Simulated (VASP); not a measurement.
A run of VASP 6.6.1 is set up as follows.

The input INCAR:

```
PREC = Accurate
ENCUT = 520
EDIFF = 1E-6
ISMEAR = 0
SIGMA = 0.011
LREAL = False
LASPH = True
NELM = 60
ALGO = Normal
ISIF = 2
LWAVE = False
LCHARG = False
GGA = PE
NBANDS = 44
```

KPOINTS

```
Automatic mesh
0
Gamma
  5 5 4
```

The input POSCAR:

```
Ge2Sb2Te5
1.0
    6.8391360000     -3.0660060000      0.0000000000
    6.8391360000      3.0660060000      0.0000000000
   -6.8309770000      0.0000000000      6.8476090000
Te Sb Ge
5 2 2
Direct
    0.5947020000      0.5947020000      0.3864330000
    0.7952880000      0.7952880000      0.1961120000
    0.0083240000      0.0083240000      0.0064350000
    0.2065190000      0.2065190000      0.8098030000
    0.3999590000      0.3999590000      0.5971180000
    0.9017080000      0.9017080000      0.5878730000
    0.1118700000      0.1118700000      0.4173520000
    0.2842870000      0.2842870000      0.1878300000
    0.4973430000      0.4973430000      0.0110440000
```

Potentials or basis: VASP PAW PBE potentials, release 64 (Te, Sb, Ge_d).

The run is started by

```bash
$ cat potpaw_PBE.64/Te/POTCAR potpaw_PBE.64/Sb/POTCAR potpaw_PBE.64/Ge_d/POTCAR > POTCAR
$ mpirun -np 1 vasp_std > vasp.out
```

Problem. What does it give for the pressure?

Solution. -0.1 GPa.

Problem. Predict the band gap on the k mesh.

Solution. 0.25 eV, indirect (least direct gap 0.32 eV).

Problem. Estimate the largest force.

Solution. 0.188 eV/Å.

Stress tensor (GPa, compression positive):
```
 0.11  0.00 -0.09
 0.00 -0.39  0.00
-0.09  0.00  0.00
```

Caveat: spin-orbit coupling is left out, which moves the levels of the heavy elements. A k mesh can miss the band edges.
